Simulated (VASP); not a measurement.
Runs of VASP 6.6.1 on SiO2. The structure is that of space group I-42d (No. 122), or close to it. The cells are those of the table. 

```tsv
cell	gap on the mesh (eV)	pressure (GPa)	largest force (eV/Å)
a = 5.318 Å, angles 122.0, 122.0, 86.5°, 6 atoms	5.01	-12.2	0.80
a = 5.251 Å, angles 121.2, 121.2, 87.9°, 6 atoms	5.22	(a)	0.65
a = 5.190 Å, angles 122.1, 122.1, 86.5°, 6 atoms	5.55	-3.5	0.21
a = 5.183 Å, angles 118.8, 118.8, 92.1°, 6 atoms	5.22	-9.8	0.72
a = 5.248 Å, angles 119.6, 119.6, 90.7°, 6 atoms	(b)	(c)	0.87
```

Alike in all rows: task single point; level PBE; potentials or basis VASP PAW PBE potentials, release 64 (Si, O); no spin polarisation; k mesh 6 × 6 × 6; cutoff (eV) 520; smearing gaussian 0.05 eV.

Problem. Fill in the values left out.

Solution. (a) -9.7; (b) 5.04; (c) -12.3.

Caveats: the cell stands under tension.

A k mesh can miss the band edges.
